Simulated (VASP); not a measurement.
# SiO2 (P4_2/mnm) in VASP: a series of runs

SiO2 is run at these levels: PBE, r2SCAN; tasks: single point.

All numbers are computed with VASP 6.6.1; they aren't measurements. Logs are shortened: lines on timing, memory, paths and dates and some standing lists are left out, and cuts for length are marked.

**1. The cell of the first run**

The structure is tetragonal, space group P4_2/mnm (No. 136). Conventional cell: a = 4.353 Å, b = 4.353 Å, c = 2.621 Å, α = 90.00°, β = 90.00°, γ = 90.00°. Si (site symmetry mmm) has 6 O at 1.75 to 1.92 Å within 2.3 Å. Within 2.3 Å of O (site symmetry m2m) lie 3 Si at 1.75 to 1.92 Å.

**2. Single point, PBE (epitaxial xy strain +4.0%)**

File INCAR:

```
SYSTEM = SiO2
  ALGO = Normal
  EDIFF = 1E-6
  ENCUT = 520
  GGA = PE
  ISIF = 2
  ISMEAR = -1
  LASPH = .TRUE.
  LCHARG = .FALSE.
  LREAL = .FALSE.
  LWAVE = .FALSE.
  NBANDS = 25
  NELM = 60
  PREC = Accurate
  SIGMA = 0.02
```

File KPOINTS:

```
k-points
0
G
  6 6 10
  0 0 0
```

File POSCAR:

```
SiO2
1.0
    4.3525963506      0.0000000000      0.0000000000
    0.0000000000      4.3525963506      0.0000000000
    0.0000000000      0.0000000000      2.6210924487
Si O
2 4
Direct
    0.0000000000      0.0000000000      0.0000000000
    0.5000000000      0.5000000000      0.5000000000
    0.3115103669      0.3115103669      0.0000000000
    0.1884896331      0.8115103669      0.5000000000
    0.8115103669      0.1884896331      0.5000000000
    0.6884896331      0.6884896331      0.0000000000
```

Potentials or basis: VASP PAW PBE potentials, release 64 (Si, O).

The run is started by

```sh
$ cat potpaw_PBE.64/Si/POTCAR potpaw_PBE.64/O/POTCAR > POTCAR
$ mpirun -np 1 vasp_std > vasp.out
```

OUTCAR:

```text
SYSTEM = SiO2
   EDIFF = 1E-6
   ENCUT = 520
   GGA = PE
   ISIF = 2
   ISMEAR = -1
   LASPH = .TRUE.
   LREAL = .FALSE.
   NELM = 60
   PREC = Accurate

 ion  position               nearest neighbor table
   1  0.000  0.000  0.000-   4 1.75   5 1.75   4 1.75   5 1.75   3 1.92   6 1.92
   2  0.500  0.500  0.500-   3 1.75   6 1.75   3 1.75   6 1.75   5 1.92   4 1.92
   3  0.312  0.312  0.000-   2 1.75   2 1.75   1 1.92
   4  0.188  0.812  0.500-   1 1.75   1 1.75   2 1.92
   5  0.812  0.188  0.500-   1 1.75   1 1.75   2 1.92
   6  0.688  0.688  0.000-   2 1.75   2 1.75   1 1.92

  LATTYP: Found a simple tetragonal cell.
 ALAT       =     4.3525963506
 C/A-ratio  =     0.6021905634

  Lattice vectors:

 A1 = (   4.3525963506,   0.0000000000,   0.0000000000)
 A2 = (   0.0000000000,   4.3525963506,   0.0000000000)
 A3 = (   0.0000000000,   0.0000000000,   2.6210924487)

Analysis of symmetry for initial positions (statically):
=====================================================================
 Subroutine PRICEL returns:
 Original cell was already a primitive cell.

 Routine SETGRP: Setting up the symmetry group for a
 simple tetragonal supercell.

 Subroutine GETGRP returns: Found 16 space group operations
 (whereof  8 operations were pure point group operations)
 out of a pool of 16 trial point group operations.

The static configuration has the point symmetry D_2h.
 The point group associated with its full space group is D_4h.

Analysis of symmetry for dynamics (positions and initial velocities):
=====================================================================
 Subroutine PRICEL returns:
 Original cell was already a primitive cell.

 Routine SETGRP: Setting up the symmetry group for a
 simple tetragonal supercell.

 Subroutine GETGRP returns: Found 16 space group operations
 (whereof  8 operations were pure point group operations)
 out of a pool of 16 trial point group operations.

The dynamic configuration has the point symmetry D_2h.
 The point group associated with its full space group is D_4h.

 Subroutine INISYM returns: Found 16 space group operations
 (whereof  8 operations are pure point group operations),
 and found     1 'primitive' translations

----------------------------------------------------------------------------------------

                                     Primitive cell

  volume of cell :      49.6568

  direct lattice vectors                    reciprocal lattice vectors
     4.352596351  0.000000000  0.000000000     0.229747930  0.000000000  0.000000000
     0.000000000  4.352596351  0.000000000     0.000000000  0.229747930  0.000000000
     0.000000000  0.000000000  2.621092449     0.000000000  0.000000000  0.381520309

  length of vectors
     4.352596351  4.352596351  2.621092449     0.229747930  0.229747930  0.381520309

  position of ions in fractional coordinates (direct lattice)
     0.000000000  0.000000000  0.000000000
     0.500000000  0.500000000  0.500000000
     0.311510367  0.311510367  0.000000000
     0.188489633  0.811510367  0.500000000
     0.811510367  0.188489633  0.500000000
     0.688489633  0.688489633  0.000000000

  ion indices of the primitive-cell ions
   primitive index   ion index
                 1           1
                 2           2
                 3           3
                 4           4
                 5           5
                 6           6

----------------------------------------------------------------------------------------

 KPOINTS: k-points

Automatic generation of k-mesh.
 Grid dimensions read from file:
 generate k-points for:    6    6   10

 Generating k-lattice:

  Cartesian coordinates                     Fractional coordinates (reciprocal lattice)
     0.038291322  0.000000000  0.000000000     0.166666667  0.000000000  0.000000000
     0.000000000  0.038291322  0.000000000     0.000000000  0.166666667  0.000000000
     0.000000000  0.000000000  0.038152031     0.000000000  0.000000000  0.100000000

  Length of vectors
     0.038291322  0.038291322  0.038152031

  Shift w.r.t. Gamma in fractional coordinates (k-lattice)
     0.000000000  0.000000000  0.000000000

 Subroutine IBZKPT returns following result:
 ===========================================

 Found     60 irreducible k-points:

 Following reciprocal coordinates:
            Coordinates               Weight
  0.000000  0.000000  0.000000      1.000000
  0.166667  0.000000  0.000000      4.000000
  0.333333  0.000000  0.000000      4.000000
  0.500000  0.000000  0.000000      2.000000
  0.166667  0.166667  0.000000      4.000000
  0.333333  0.166667  0.000000      8.000000
[... 16 lines left out ...]
  0.333333  0.000000  0.200000      8.000000
  0.500000  0.000000  0.200000      4.000000
 [... further k-points ...]
   k-points           NKPTS =     60   k-points in BZ     NKDIM =     60   number of bands    NBANDS=     25
   number of dos      NEDOS =    301   number of ions     NIONS =      6
   total plane-waves  NPLWV =  20480
   dimension x,y,z NGX =    32 NGY =   32 NGZ =   20
   dimension x,y,z NGXF=    64 NGYF=   64 NGZF=   40
   ions per type =               2   4
   NGX,Y,Z   is equivalent  to a cutoff of  12.22, 12.22, 12.69 a.u.
   NGXF,Y,Z  is equivalent  to a cutoff of  24.44, 24.44, 25.37 a.u.
 SYSTEM =  SiO2
   PREC   = accura    normal or accurate (medium, high low for compatibility)
   ISTART =      0    job   : 0-new  1-cont  2-samecut
   ICHARG =      2    charge: 1-file 2-atom 10-const
   ISPIN  =      1    spin polarized calculation?
   LNONCOLLINEAR =      F non collinear calculations
   LSORBIT =      F    spin-orbit coupling
   LASPH  =      T    aspherical Exc in radial PAW
   ENCUT  =  520.0 eV  38.22 Ry    6.18 a.u.   8.09  8.09  4.87*2*pi/ulx,y,z
   NELM   =     60;   NELMIN=  2; NELMDL= -5     # of ELM steps
   EDIFF  = 0.1E-05   stopping-criterion for ELM
   LREAL  =      F    real-space projection
   EDIFFG = 0.1E-04   stopping-criterion for IOM
   NSW    =      0    number of steps for IOM
   IBRION =     -1    ionic relax: 0-MD 1-quasi-New 2-CG
   NFREE  =      0    steps in history (QN), initial steepest desc. (CG)
   ISIF   =      2    stress and relaxation
   ISYM   =      2    0-nonsym 1-usesym 2-fastsym
   POTIM  = 0.5000    time-step for ionic-motion
   TEBEG  =    0.0;   TEEND  =   0.0 temperature during run
   PSTRESS=    0.0 pullay stress
   NELECT =      32.0000    total number of electrons
   NUPDOWN=      -1.0000    fix difference up-down
   EMIN   =  10.00;   EMAX   =-10.00  energy-range for DOS
   EFERMI =   0.00;   METHOD = LEGACY
   ISMEAR =    -1;   SIGMA  =   0.02  broadening in eV -4-tet -1-fermi 0-gaus
   EFERMI_NEDOS =   21; number of points for ismear=-14 and -15
   IALGO  =     38    algorithm
   IMIX   =      4    mixing-type and parameters
     AMIX     =   0.40;   BMIX     =  1.00
     AMIX_MAG =   1.60;   BMIX_MAG =  1.00
  volume/ion in A,a.u.               =       8.28        55.85
  Fermi-wavevector in a.u.,A,eV,Ry     =   1.414051  2.672169 27.205402  1.999541
  Thomas-Fermi vector in A             =   2.535633
   LORBIT       =      0    0 simple, 1 ext, 2 COOP (PROOUT), +10 PAW based schemes
   GGA     = PE    functional components
   LHFCALC =     F    Hartree Fock is set to
   AEXX    =    0.0000 exact exchange contribution
   IVDW    =     0    specifies the selected vdW correction
   LEPSILON=     F    determine dielectric tensor
   LRPA    =     F    only Hartree local field effects (RPA)
 non-spin polarized calculation
  energy-cutoff  :      520.00
  volume of cell :       49.66
 maximum number of plane-waves:      1368
   NGX = 17   NGY = 17   NGZ =  9

 number of electron      31.9999989 magnetization

 Free energy of the ion-electron system (eV)
  ---------------------------------------------------
  ext. energy  EPLUGINS =         0.00000000
  ---------------------------------------------------
  free energy    TOTEN  =       -46.19847215 eV

  energy without entropy =      -46.19847215  energy(sigma->0) =      -46.19847215

 E-fermi :   7.5237     XC(G=0): -11.8948

 val. band max:        7.1509575914   @ k =   0.0000   0.0000   0.0000
 cond. band min:      12.1428905036   @ k =   0.0000   0.0000   0.0000
 fundamental gap:      4.9919329122
 Fermi energy:         7.5236618666

 k-point     1 :       0.0000    0.0000    0.0000
  band No.  band energies     occupation
      1     -14.7715      2.00000
      2     -11.6747      2.00000
      3     -11.4625      2.00000
      4     -11.4625      2.00000
      5      -2.9008      2.00000
      6       1.0470      2.00000
[... 17 lines left out ...]
     24      20.0197      0.00000
     25      22.2269      0.00000

 k-point     2 :       0.1667    0.0000    0.0000
  band No.  band energies     occupation
      1     -14.6460      2.00000
      2     -12.2388      2.00000
      3     -11.4057      2.00000
      4     -11.1340      2.00000
      5      -2.7581      2.00000
      6       0.3002      2.00000
[... 17 lines left out ...]
     24      19.9530      0.00000
     25      22.0752      0.00000

 k-point     3 :       0.3333    0.0000    0.0000
  band No.  band energies     occupation
      1     -14.2802      2.00000
      2     -12.9921      2.00000
      3     -11.2573      2.00000
      4     -11.0017      2.00000
      5      -2.3404      2.00000
      6      -0.7522      2.00000
[... 552 lines left out ...]
 k-point    23 :       0.3333    0.0000    0.2000
  band No.  band energies     occupation
      1     -13.7872      2.00000
      2     -12.6091      2.00000
      3     -11.0260      2.00000
      4     -10.8527      2.00000
      5      -1.9630      2.00000
      6      -0.3543      2.00000
[... 17 lines left out ...]
     24      20.3488      0.00000
     25      21.3476      0.00000

 k-point    24 :       0.5000    0.0000    0.2000
  band No.  band energies     occupation
      1     -13.2579      2.00000
      2     -13.2579      2.00000
      3     -10.9024      2.00000
      4     -10.9024      2.00000
      5      -1.2196      2.00000
      6      -1.2196      2.00000
[... 17 lines left out ...]
     24      20.1323      0.00000
     25      21.1190      0.00000

 [... further k-points ...]

------------------------ aborting loop because EDIFF is reached ----------------------------------------

  FORCE on cell =-STRESS in cart. coord.  units (eV):
  Direction    XX          YY          ZZ          XY          YZ          ZX
  --------------------------------------------------------------------------------------
  -------------------------------------------------------------------------------------
  Total       -2.2377734     -2.2377734      3.2470830      0.0000000      0.0000000      0.0000000
  in kB      -72.2017223    -72.2017223    104.7670827      0.0000000      0.0000000      0.0000000
  external PRESSURE =     -13.2121206 kB  Pullay stress =       0.0000000 kB

 VOLUME and BASIS-vectors are now :
 -----------------------------------------------------------------------------
  energy-cutoff  :      520.00
  volume of cell :       49.66
      direct lattice vectors                 reciprocal lattice vectors
     4.352596351  0.000000000  0.000000000     0.229747930  0.000000000  0.000000000
     0.000000000  4.352596351  0.000000000     0.000000000  0.229747930  0.000000000
     0.000000000  0.000000000  2.621092449     0.000000000  0.000000000  0.381520309

 POSITION                                       TOTAL-FORCE (eV/Angst)
 -----------------------------------------------------------------------------------
      0.00000      0.00000      0.00000        -0.000000      0.000000      0.000000
      2.17630      2.17630      1.31055        -0.000000      0.000000      0.000000
      1.35588      1.35588      0.00000        -0.132696     -0.132696      0.000000
      0.82042      3.53218      1.31055         0.132696     -0.132696      0.000000
      3.53218      0.82042      1.31055        -0.132696      0.132696     -0.000000
      2.99672      2.99672      0.00000         0.132696      0.132696     -0.000000
 -----------------------------------------------------------------------------------
    total drift:                                0.000000      0.000000     -0.000000

  FREE ENERGIE OF THE ION-ELECTRON SYSTEM (eV)
  ---------------------------------------------------
  free  energy   TOTEN  =       -46.1984721493 eV

  energy  without entropy=      -46.1984721493  energy(sigma->0) =      -46.19847215
```

Wall time 23 s (1 thread of Intel Xeon Platinum 8559C (Emerald Rapids), shared host); peak memory 0.18 GiB.

Results:

```yaml
Free_energy: -46.1985 eV
Pressure: -1.3 GPa
Largest_force: 0.188 eV/Å
Band_gap_on_the_k_mesh: 4.99 eV, direct
```

Forces on the atoms (eV/Å):
```
Si   0.000  0.000  0.000
Si   0.000  0.000  0.000
O   -0.133 -0.133  0.000
O    0.133 -0.133  0.000
O   -0.133  0.133  0.000
O    0.133  0.133  0.000
```

Caveat: the cell differs from its parent crystal (epitaxial xy strain +4.0%). A k mesh can miss the band edges.

**3. Single point, r2SCAN (epitaxial xy strain -4.0%)**

File POSCAR:

```
SiO2
1.0
    4.0177812467      0.0000000000      0.0000000000
    0.0000000000      4.0177812467      0.0000000000
    0.0000000000      0.0000000000      2.7314444781
Si O
2 4
Direct
    0.0000000000      0.0000000000      0.0000000000
    0.5000000000      0.5000000000      0.5000000000
    0.3032115797      0.3032115797      0.0000000000
    0.1967884203      0.8032115797      0.5000000000
    0.8032115797      0.1967884203      0.5000000000
    0.6967884203      0.6967884203      0.0000000000
```

File INCAR.step1:

```
SYSTEM = SiO2
  ALGO = Normal
  EDIFF = 1E-4
  ENCUT = 520
  GGA = PE
  ISMEAR = 0
  LASPH = .TRUE.
  LCHARG = .FALSE.
  LREAL = .FALSE.
  LWAVE = .TRUE.
  NBANDS = 25
  NELM = 80
  PREC = Accurate
  SIGMA = 0.01
```

File INCAR.step2:

```
SYSTEM = SiO2
  ALGO = Normal
  EDIFF = 1E-6
  ENCUT = 520
  ISIF = 2
  ISMEAR = 0
  ISTART = 1
  LASPH = .TRUE.
  LCHARG = .TRUE.
  LELF = .TRUE.
  LMIXTAU = .TRUE.
  LREAL = .FALSE.
  LVHAR = .TRUE.
  LWAVE = .FALSE.
  METAGGA = R2SCAN
  NBANDS = 25
  NELM = 80
  PREC = Accurate
  SIGMA = 0.01
```

KPOINTS is that of step 2.

Potentials or basis: VASP PAW PBE potentials, release 64 (Si, O).

The run is started by

```sh
$ cat potpaw_PBE.64/Si/POTCAR potpaw_PBE.64/O/POTCAR > POTCAR
$ cp INCAR.step1 INCAR
$ mpirun -np 1 vasp_std > vasp.out
$ cp INCAR.step2 INCAR
$ mpirun -np 1 vasp_std > vasp.out
```

Wall time 2 min (1 thread of Intel Xeon Platinum 8559C (Emerald Rapids), shared host); peak memory 0.18 GiB.

It converged, with:

- Free energy: -58.4777 eV
- Pressure: 19.3 GPa
- Band gap on the k mesh: 7.01 eV, direct

Stress tensor (GPa, compression positive):
```
28.60  0.00  0.00
 0.00 28.60  0.00
 0.00  0.00  0.81
```

Levels at points of the mesh, in eV from the valence-band top:
| k point | band 12 | band 13 | band 14 | band 15 | band 16 | band 17 | band 18 | band 19 | band 20 | band 21 |
| --- | --- | --- | --- | --- | --- | --- | --- | --- | --- | --- |
| (0.00, 0.00, 0.00) | -3.59 | -2.62 | -0.85 | -0.85 | 0.00 | 7.01 | 7.27 | 9.00 | 9.00 | 12.09 |
| (0.50, 0.00, 0.00) | -4.21 | -2.97 | -2.97 | -1.04 | -1.04 | 8.85 | 8.85 | 9.78 | 9.78 | 13.37 |
| (0.50, 0.50, 0.00) | -3.79 | -3.12 | -3.12 | -2.28 | -2.28 | 8.62 | 8.62 | 11.01 | 11.01 | 15.56 |
| (0.00, 0.00, 0.50) | -4.83 | -3.61 | -3.61 | -2.80 | -2.80 | 11.10 | 11.10 | 14.13 | 14.13 | 15.09 |
| (0.50, 0.00, 0.50) | -4.29 | -2.26 | -2.26 | -1.87 | -1.87 | 10.52 | 10.52 | 12.24 | 12.24 | 13.79 |
| (0.50, 0.50, 0.50) | -4.42 | -1.67 | -1.67 | -1.58 | -1.58 | 8.98 | 8.98 | 12.81 | 12.81 | 13.11 |

Caveat: the cell differs from its parent crystal (epitaxial xy strain -4.0%); the PAW data sets were made with another functional, which shifts forces and pressure a little. A k mesh can miss the band edges.
